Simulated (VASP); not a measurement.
# KCl in VASP: notebook

Aim: see how the results for KCl move with the level of theory and the settings. Levels: HSE06, PBE. Tasks: single point.

Everything below comes from runs of VASP 6.6.1. Logs are shortened: lines on timing, memory, paths and dates and some standing lists are left out, and cuts for length are marked.

### Step 1. The cell of the first run

It takes space group I-4m2 (No. 119, tetragonal). Conventional cell: a = 4.960 Å, b = 4.960 Å, c = 6.871 Å, α = 90.00°, β = 90.00°, γ = 90.00°. Within 4.0 Å of K (site symmetry -4m2) lie 4 Cl at 3.02 Å. Cl (site symmetry -4m2) has 4 K at 3.02 Å within 4.0 Å.

### Step 2. Single point, HSE06 (uniaxial z strain -2.0%)

POSCAR reads:

```
KCl
1.0
    0.0000000000      3.5072828304      3.4357342607
    3.5072828304      0.0000000000      3.4357342607
    3.5072828304      3.5072828304      0.0000000000
K Cl
1 1
Direct
    0.0000000000      0.0000000000      0.0000000000
    0.2500000000      0.2500000000      0.2500000000
```

INCAR.step1 reads:

```
SYSTEM = KCl
PREC     = Accurate       ! precision mode
ENCUT    = 520            ! plane-wave cutoff, eV
EDIFF    = 1E-5           ! SCF threshold, eV
ISMEAR   = 0              ! smearing method
SIGMA    = 0.01           ! smearing width, eV
LREAL    = .FALSE.        ! projectors in reciprocal space
LASPH    = .TRUE.         ! aspherical terms in the spheres
NELM     = 100            ! most SCF steps
ALGO     = Normal         ! electronic algorithm
ISIF     = 2              ! what is computed and relaxed
LWAVE    = .TRUE.         ! write WAVECAR
NBANDS   = 15             ! bands
GGA      = PE             ! functional
```

INCAR.step2 reads:

```
SYSTEM = KCl
PREC     = Accurate       ! precision mode
ENCUT    = 520            ! plane-wave cutoff, eV
EDIFF    = 1E-6           ! SCF threshold, eV
ISMEAR   = 0              ! smearing method
SIGMA    = 0.01           ! smearing width, eV
LREAL    = .FALSE.        ! projectors in reciprocal space
LASPH    = .TRUE.         ! aspherical terms in the spheres
NELM     = 100            ! most SCF steps
ALGO     = Normal         ! electronic algorithm
ISIF     = 2              ! what is computed and relaxed
LWAVE    = .FALSE.        ! write WAVECAR
LCHARG   = .TRUE.         ! write CHGCAR
GGA      = PE             ! functional
LHFCALC  = .TRUE.         ! exact exchange
HFSCREEN = 0.2079         ! screening, 1/A
PRECFOCK = Normal       
LELF     = .TRUE.         ! ELF
LVHAR    = .TRUE.       
NBANDS   = 15             ! bands
ISTART   = 1
```

KPOINTS reads:

```
regular mesh
0
G
  4 4 4
  0 0 0
```

Potentials or basis: VASP PAW PBE potentials, release 64 (K_sv, Cl).

Command:

```console
> cat potpaw_PBE.64/K_sv/POTCAR potpaw_PBE.64/Cl/POTCAR > POTCAR
> cp INCAR.step1 INCAR
> mpirun -np 1 vasp_std > vasp.out
> cp INCAR.step2 INCAR
> mpirun -np 1 vasp_std > vasp.out
```

OUTCAR:

```text
SYSTEM = KCl
   PREC = Accurate
   ENCUT = 520
   EDIFF = 1E-6
   ISMEAR = 0
   LREAL = .FALSE.
   LASPH = .TRUE.
   NELM = 100
   ISIF = 2
   GGA = PE
   LHFCALC = .TRUE.
   HFSCREEN = 0.2079
   PRECFOCK = Normal
   ISTART = 1

 ion  position               nearest neighbor table
   1  0.000  0.000  0.000-   2 3.02   2 3.02   2 3.02   2 3.02
   2  0.250  0.250  0.250-   1 3.02   1 3.02   1 3.02   1 3.02

  LATTYP: Found a body centered tetragonal cell.
 ALAT       =     4.9600469458
 C/A-ratio  =     1.3853636057

  Lattice vectors:

 A1 = (   0.0000000000,  -3.5072828304,  -3.4357342607)
 A2 = (   0.0000000000,   3.5072828304,  -3.4357342607)
 A3 = (   3.5072828304,   0.0000000000,   3.4357342607)

Analysis of symmetry for initial positions (statically):
=====================================================================
 Subroutine PRICEL returns:
 Original cell was already a primitive cell.

 Routine SETGRP: Setting up the symmetry group for a
 body centered tetragonal supercell.

 Subroutine GETGRP returns: Found  8 space group operations
 (whereof  8 operations were pure point group operations)
 out of a pool of 16 trial point group operations.

The static configuration has the point symmetry D_2d.

Analysis of symmetry for dynamics (positions and initial velocities):
=====================================================================
 Subroutine PRICEL returns:
 Original cell was already a primitive cell.

 Routine SETGRP: Setting up the symmetry group for a
 body centered tetragonal supercell.

 Subroutine GETGRP returns: Found  8 space group operations
 (whereof  8 operations were pure point group operations)
 out of a pool of 16 trial point group operations.

The dynamic configuration has the point symmetry D_2d.

 Subroutine INISYM returns: Found  8 space group operations
 (whereof  8 operations are pure point group operations),
 and found     1 'primitive' translations

----------------------------------------------------------------------------------------

                                     Primitive cell

  volume of cell :      84.5262

  direct lattice vectors                    reciprocal lattice vectors
     0.000000000  3.507282830  3.435734261    -0.142560502  0.142560502  0.145529299
     3.507282830  0.000000000  3.435734261     0.142560502 -0.142560502  0.145529299
     3.507282830  3.507282830  0.000000000     0.142560502  0.142560502 -0.145529299

  length of vectors
     4.909715141  4.909715141  4.960046946     0.248647884  0.248647884  0.248647884

  position of ions in fractional coordinates (direct lattice)
     0.000000000  0.000000000  0.000000000
     0.250000000  0.250000000  0.250000000

  ion indices of the primitive-cell ions
   primitive index   ion index
                 1           1
                 2           2

----------------------------------------------------------------------------------------

 KPOINTS: regular mesh

Automatic generation of k-mesh.
 Grid dimensions read from file:
 generate k-points for:    4    4    4

 Generating k-lattice:

  Cartesian coordinates                     Fractional coordinates (reciprocal lattice)
    -0.035640125  0.035640125  0.036382325     0.250000000  0.000000000  0.000000000
     0.035640125 -0.035640125  0.036382325     0.000000000  0.250000000  0.000000000
     0.035640125  0.035640125 -0.036382325     0.000000000  0.000000000  0.250000000

  Length of vectors
     0.062161971  0.062161971  0.062161971

  Shift w.r.t. Gamma in fractional coordinates (k-lattice)
     0.000000000  0.000000000  0.000000000

 Subroutine IBZKPT returns following result:
 ===========================================

 Found     13 irreducible k-points:

 Following reciprocal coordinates:
            Coordinates               Weight
  0.000000  0.000000  0.000000      1.000000
  0.250000  0.000000  0.000000      8.000000
  0.500000  0.000000  0.000000      4.000000
  0.250000  0.250000  0.000000      2.000000
  0.500000  0.250000  0.000000      8.000000
 -0.250000  0.250000  0.000000      4.000000
  0.500000  0.500000  0.000000      1.000000
  0.250000  0.000000  0.250000      4.000000
  0.500000  0.000000  0.250000     16.000000
 -0.250000  0.000000  0.250000      8.000000
 -0.250000  0.500000  0.250000      4.000000
  0.500000  0.000000  0.500000      2.000000
 -0.250000  0.250000  0.500000      2.000000
   k-points           NKPTS =     13   k-points in BZ     NKDIM =     64   number of bands    NBANDS=     15
   number of dos      NEDOS =    301   number of ions     NIONS =      2
   total plane-waves  NPLWV =  64000
   dimension x,y,z NGX =    40 NGY =   40 NGZ =   40
   dimension x,y,z NGXF=    80 NGYF=   80 NGZF=   80
   ions per type =               1   1
   NGX,Y,Z   is equivalent  to a cutoff of  13.54, 13.54, 13.41 a.u.
   NGXF,Y,Z  is equivalent  to a cutoff of  27.09, 27.09, 26.81 a.u.
 SYSTEM =  KCl
[... 45 lines left out ...]
   IVDW    =     0    specifies the selected vdW correction
   LEPSILON=     F    determine dielectric tensor
   LRPA    =     F    only Hartree local field effects (RPA)
 non-spin polarized calculation
 Gauss-broadening in eV      SIGMA  =   0.01
  energy-cutoff  :      520.00
  volume of cell :       84.53
 maximum number of plane-waves:      2312
 NGX is ok and might be reduce to    40
  NGX = 28; NGY = 28; NGZ = 28

 number of electron      16.0000001 magnetization

 Free energy of the ion-electron system (eV)
  ---------------------------------------------------
  ext. energy  EPLUGINS =         0.00000000
  ---------------------------------------------------
  free energy    TOTEN  =        -7.65957906 eV

  energy without entropy =       -7.65957906  energy(sigma->0) =       -7.65957906

 E-fermi :  -4.0633     XC(G=0):  -5.2087

 val. band max:       -4.1340843179   @ k =   0.5000   0.0000   0.5000
 cond. band min:       1.9237557564   @ k =   0.0000   0.0000   0.0000
 fundamental gap:      6.0578400743
 Fermi energy:        -4.0632555985

 k-point     1 :       0.0000    0.0000    0.0000
  band No.  band energies     occupation
      1     -33.3855      2.00000
      2     -17.0161      2.00000
      3     -15.5326      2.00000
      4     -15.5305      2.00000
      5     -15.5305      2.00000
      6      -4.1838      2.00000
      7      -4.1838      2.00000
      8      -4.1760      2.00000
      9       1.9238      0.00000
     10       6.8181      0.00000
     11       6.9764      0.00000
     12       7.8674      0.00000
     13       7.8674      0.00000
     14       7.9772      0.00000
     15       8.8992      0.00000

 k-point     2 :       0.2500    0.0000    0.0000
  band No.  band energies     occupation
      1     -33.3838      2.00000
      2     -17.1033      2.00000
      3     -15.5378      2.00000
      4     -15.5372      2.00000
      5     -15.4319      2.00000
      6      -4.3601      2.00000
      7      -4.1708      2.00000
      8      -4.1597      2.00000
      9       2.8402      0.00000
     10       6.3714      0.00000
     11       6.4640      0.00000
     12       6.7455      0.00000
     13       7.9488      0.00000
     14       8.4721      0.00000
     15       8.4761      0.00000

 k-point     3 :       0.5000    0.0000    0.0000
  band No.  band energies     occupation
      1     -33.3820      2.00000
      2     -17.1800      2.00000
      3     -15.5439      2.00000
      4     -15.5437      2.00000
      5     -15.3442      2.00000
      6      -4.4975      2.00000
      7      -4.1589      2.00000
      8      -4.1421      2.00000
      9       4.4692      0.00000
     10       4.6932      0.00000
     11       6.3070      0.00000
     12       6.4028      0.00000
     13       8.0319      0.00000
     14       8.1148      0.00000
     15       8.7652      0.00000
[... 145 lines left out ...]
 k-point    12 :       0.5000    0.0000    0.5000
  band No.  band energies     occupation
      1     -33.3809      2.00000
      2     -17.2280      2.00000
      3     -15.5640      2.00000
      4     -15.5589      2.00000
      5     -15.2585      2.00000
      6      -4.5723      2.00000
      7      -4.1363      2.00000
      8      -4.1341      2.00000
      9       3.8244      0.00000
     10       4.9300      0.00000
     11       7.3506      0.00000
     12       7.8303      0.00000
     13       7.9084      0.00000
     14       8.0987      0.00000
     15       8.4786      0.00000

 k-point    13 :      -0.2500    0.2500    0.5000
  band No.  band energies     occupation
      1     -33.3809      2.00000
      2     -17.2260      2.00000
      3     -15.5710      2.00000
      4     -15.5646      2.00000
      5     -15.2487      2.00000
      6      -4.3864      2.00000
      7      -4.3265      2.00000
      8      -4.1399      2.00000
      9       4.0697      0.00000
     10       4.9238      0.00000
     11       7.2044      0.00000
     12       7.2131      0.00000
     13       7.6002      0.00000
     14       8.1047      0.00000
     15       8.9571      0.00000

------------------------ aborting loop because EDIFF is reached ----------------------------------------

  FORCE on cell =-STRESS in cart. coord.  units (eV):
  Direction    XX          YY          ZZ          XY          YZ          ZX
  --------------------------------------------------------------------------------------
  -------------------------------------------------------------------------------------
  Total        0.2303627      0.2303627      0.2311312      0.0000000     -0.0000000     -0.0000000
  in kB        4.3664812      4.3664812      4.3810484      0.0000000     -0.0000000     -0.0000000
  external PRESSURE =       4.3713369 kB  Pullay stress =       0.0000000 kB

 VOLUME and BASIS-vectors are now :
 -----------------------------------------------------------------------------
  energy-cutoff  :      520.00
  volume of cell :       84.53
      direct lattice vectors                 reciprocal lattice vectors
     0.000000000  3.507282830  3.435734261    -0.142560502  0.142560502  0.145529299
     3.507282830  0.000000000  3.435734261     0.142560502 -0.142560502  0.145529299
     3.507282830  3.507282830  0.000000000     0.142560502  0.142560502 -0.145529299

 POSITION                                       TOTAL-FORCE (eV/Angst)
 -----------------------------------------------------------------------------------
      0.00000      0.00000      0.00000         0.000000      0.000000      0.000000
      1.75364      1.75364      1.71787        -0.000000     -0.000000     -0.000000
 -----------------------------------------------------------------------------------
    total drift:                                0.000000      0.000000     -0.000002

  FREE ENERGIE OF THE ION-ELECTRON SYSTEM (eV)
  ---------------------------------------------------
  free  energy   TOTEN  =        -7.6595790551 eV

  energy  without entropy=       -7.6595790551  energy(sigma->0) =       -7.65957906
```

Run time: 14 min. Hardware: 1 thread of Intel Xeon Platinum 8259CL at 2.50GHz (Skylake/Cascade Lake), shared host; peak memory 0.35 GiB.

Results:

- Free energy: -7.6596 eV
- Pressure: 0.4 GPa
- Band gap on the k mesh: 6.06 eV (least direct gap 6.10 eV)

Caveat: the cell differs from its parent crystal (uniaxial z strain -2.0%); the PAW data sets were made with another functional, which shifts forces and pressure a little.

### Step 3. Single point, HSE06 (epitaxial 111 strain -1.1%)

POSCAR reads:

```
KCl
1.0
    0.0560547066      3.5265110673      3.5265110673
    3.5265110673      0.0560547066      3.5265110673
    3.5265110673      3.5265110673      0.0560547066
K Cl
1 1
Direct
    0.0018627498      0.0018627498      0.0018627498
    0.2481372502      0.2481372502      0.2481372502
```

INCAR.step1 reads:

```
PREC = Accurate
ENCUT = 520
EDIFF = 1E-5
ISMEAR = 0
SIGMA = 0.01
LREAL = F
LASPH = T
NELM = 100
ALGO = Normal
ISIF = 2
LWAVE = T
GGA = PE
NBANDS = 15
```

INCAR.step2 reads:

```
PREC = Accurate
ENCUT = 520
EDIFF = 1E-6
ISMEAR = 0
SIGMA = 0.01
LREAL = F
LASPH = T
NELM = 100
ALGO = Normal
ISIF = 2
LWAVE = F
LCHARG = T
GGA = PE
LHFCALC = T
HFSCREEN = 0.2079
PRECFOCK = Normal
LELF = T
LVHAR = T
ISTART = 1
NBANDS = 15
```

KPOINTS reads:

```
regular mesh
0
Gamma
  4 4 4
```

Potentials or basis: VASP PAW PBE potentials, release 64 (K_sv, Cl).

Command:

```console
> cat potpaw_PBE.64/K_sv/POTCAR potpaw_PBE.64/Cl/POTCAR > POTCAR
> cp INCAR.step1 INCAR
> mpirun -np 1 vasp_std > vasp.out
> cp INCAR.step2 INCAR
> mpirun -np 1 vasp_std > vasp.out
```

Wall time 14 min (1 thread of Intel Xeon Platinum 8259CL at 2.50GHz (Skylake/Cascade Lake), shared host); peak memory 0.34 GiB.

Results (log left out):

| Quantity | Value |
| --- | --- |
| Free energy | -7.6616 eV |
| Pressure | 0.3 GPa |
| Largest force | 0.003 eV/Å |
| Band gap on the k mesh | 6.02 eV (least direct gap 6.06 eV) |

Forces on the atoms (eV/Å):
```
K   -0.002 -0.002 -0.002
Cl   0.002  0.002  0.002
```

Levels at points of the mesh, in eV from the valence-band top:
| k point | band 4 | band 5 | band 6 | band 7 | band 8 | band 9 | band 10 | band 11 | band 12 | band 13 |
| --- | --- | --- | --- | --- | --- | --- | --- | --- | --- | --- |
| (0.00, 0.00, 0.00) | -11.44 | -11.44 | -0.07 | -0.04 | -0.04 | 6.02 | 11.00 | 11.00 | 11.97 | 11.97 |
| (0.50, 0.00, 0.00) | -11.45 | -11.26 | -0.36 | -0.03 | -0.02 | 8.58 | 8.78 | 10.32 | 10.57 | 12.14 |
| (0.50, 0.50, 0.00) | -11.47 | -11.18 | -0.43 | -0.02 | 0.00 | 7.95 | 9.04 | 11.42 | 11.91 | 11.96 |
| (0.50, 0.50, 0.50) | -11.45 | -11.24 | -0.37 | 0.00 | 0.00 | 8.50 | 8.74 | 10.48 | 10.48 | 12.09 |

Caveat: the cell differs from its parent crystal (epitaxial 111 strain -1.1%); the PAW data sets were made with another functional, which shifts forces and pressure a little.

### Step 4. Single point, PBE (uniaxial z strain -2.0%)

INCAR reads:

```
SYSTEM = KCl
PREC = Accurate
ENCUT = 500
EDIFF = 1E-6
ISMEAR = -1
SIGMA = 0.02
LREAL = .False.
LASPH = .True.
NELM = 120
ALGO = Normal
ISIF = 2
LWAVE = .False.
LCHARG = .True.
GGA = PE
LELF = .True.
LVHAR = .True.
NBANDS = 15
GGA_COMPAT = .False.
```

KPOINTS reads:

```
Automatic mesh
0
Gamma
  6 6 6
  0 0 0
```

POSCAR reads:

```
KCl
1.0
    0.0000000000      3.5072828304      3.4357342607
    3.5072828304      0.0000000000      3.4357342607
    3.5072828304      3.5072828304      0.0000000000
K Cl
1 1
Direct
    0.0000000000      0.0000000000      0.0000000000
    0.2500000000      0.2500000000      0.2500000000
```

Command:

```console
> cat potpaw_PBE.64/K_sv/POTCAR potpaw_PBE.64/Cl/POTCAR > POTCAR
> mpirun -np 1 vasp_std > vasp.out
```

It took 52 s on 1 thread of AMD EPYC 7R43 (Zen 3), shared host; peak memory 0.17 GiB.

It converged, with:

| Quantity | Value |
| --- | --- |
| Free energy | -6.6134 eV |
| Pressure | 0.6 GPa |
| Band gap on the k mesh | 4.81 eV (least direct gap 4.86 eV) |

Levels at points of the mesh, in eV from the valence-band top:
```csv
k point,band 6,band 7,band 8,band 9,band 10,band 11
"(0.00, 0.00, 0.00)",-0.05,-0.05,-0.05,4.81,9.33,9.47
"(0.50, 0.00, 0.00)",-0.36,-0.03,-0.01,7.32,7.48,8.95
"(0.50, 0.50, 0.00)",-0.42,-0.02,-0.02,6.72,7.73,10.08
"(0.50, 0.00, 0.50)",-0.43,0.00,0.00,6.69,7.71,9.97
```

Caveat: the cell differs from its parent crystal (uniaxial z strain -2.0%). A k mesh can miss the band edges.

### Step 5. Single point, PBE (epitaxial 111 strain -1.1%)

INCAR reads:

```
PREC = Accurate
ENCUT = 500
EDIFF = 1E-6
ISMEAR = -1
SIGMA = 0.02
LREAL = False
LASPH = True
NELM = 120
ALGO = Normal
ISIF = 2
LWAVE = False
LCHARG = True
GGA = PE
LELF = True
LVHAR = True
NBANDS = 15
GGA_COMPAT = False
```

KPOINTS reads:

```
regular mesh
0
Gamma
  6 6 6
```

POSCAR reads:

```
KCl
1.0
    0.0560547066      3.5265110673      3.5265110673
    3.5265110673      0.0560547066      3.5265110673
    3.5265110673      3.5265110673      0.0560547066
K Cl
1 1
Direct
    0.0018627498      0.0018627498      0.0018627498
    0.2481372502      0.2481372502      0.2481372502
```

Command:

```console
> cat potpaw_PBE.64/K_sv/POTCAR potpaw_PBE.64/Cl/POTCAR > POTCAR
> mpirun -np 1 vasp_std > vasp.out
```

It took 54 s on 1 thread of AMD EPYC 7R43 (Zen 3), shared host; peak memory 0.18 GiB.

The run converged. Its results:

```yaml
Free_energy: -6.6163 eV
Pressure: 0.4 GPa
Band_gap_on_the_k_mesh: 4.78 eV (least direct gap 4.82 eV)
```

Forces on the atoms (eV/Å):
```
K   -0.001 -0.001 -0.001
Cl   0.001  0.001  0.001
```

Levels at points of the mesh, in eV from the valence-band top:
| k point | band 6 | band 7 | band 8 | band 9 | band 10 | band 11 |
| --- | --- | --- | --- | --- | --- | --- |
| (0.00, 0.00, 0.00) | -0.07 | -0.04 | -0.04 | 4.78 | 9.37 | 9.37 |
| (0.50, 0.00, 0.00) | -0.35 | -0.03 | -0.02 | 7.30 | 7.44 | 8.83 |
| (0.50, 0.50, 0.00) | -0.42 | -0.02 | 0.00 | 6.68 | 7.69 | 9.91 |
| (0.50, 0.50, 0.50) | -0.37 | 0.00 | 0.00 | 7.22 | 7.39 | 8.97 |

Caveat: the cell differs from its parent crystal (epitaxial 111 strain -1.1%). A k mesh can miss the band edges.

### Step 6. Overview

| level | cell | k mesh | cutoff (eV) | smearing | grid for exact exchange (PRECFOCK) | share of exact exchange | screening parameter | gap on the mesh (eV) | pressure (GPa) |
| --- | --- | --- | --- | --- | --- | --- | --- | --- | --- |
| HSE06 | a = 4.910, b = 4.910, c = 4.960 Å, angles 59.7, 59.7, 60.7°, 2 atoms, uniaxial z strain -2.0% | 4 × 4 × 4 | 520 | gaussian 0.01 eV | Normal | 0.25 | 0.2079 1/Å | 6.06 | 0.4 |
| HSE06 | a = 4.988 Å, angles 58.9°, 2 atoms, epitaxial 111 strain -1.1% | 4 × 4 × 4 | 520 | gaussian 0.01 eV | Normal | 0.25 | 0.2079 1/Å | 6.02 | 0.3 |
| PBE | a = 4.910, b = 4.910, c = 4.960 Å, angles 59.7, 59.7, 60.7°, 2 atoms, uniaxial z strain -2.0% | 6 × 6 × 6 | 500 | fermi-dirac 0.02 eV | - | - | - | 4.81 | 0.6 |
| PBE | a = 4.988 Å, angles 58.9°, 2 atoms, epitaxial 111 strain -1.1% | 6 × 6 × 6 | 500 | fermi-dirac 0.02 eV | - | - | - | 4.78 | 0.4 |

Alike in all rows: task single point; potentials or basis VASP PAW PBE potentials, release 64 (K_sv, Cl); no spin polarisation.

Caveats: the PAW data sets were made with another functional, which shifts forces and pressure a little (at least some runs).

Absolute energies hang on the potentials; compare differences alone.
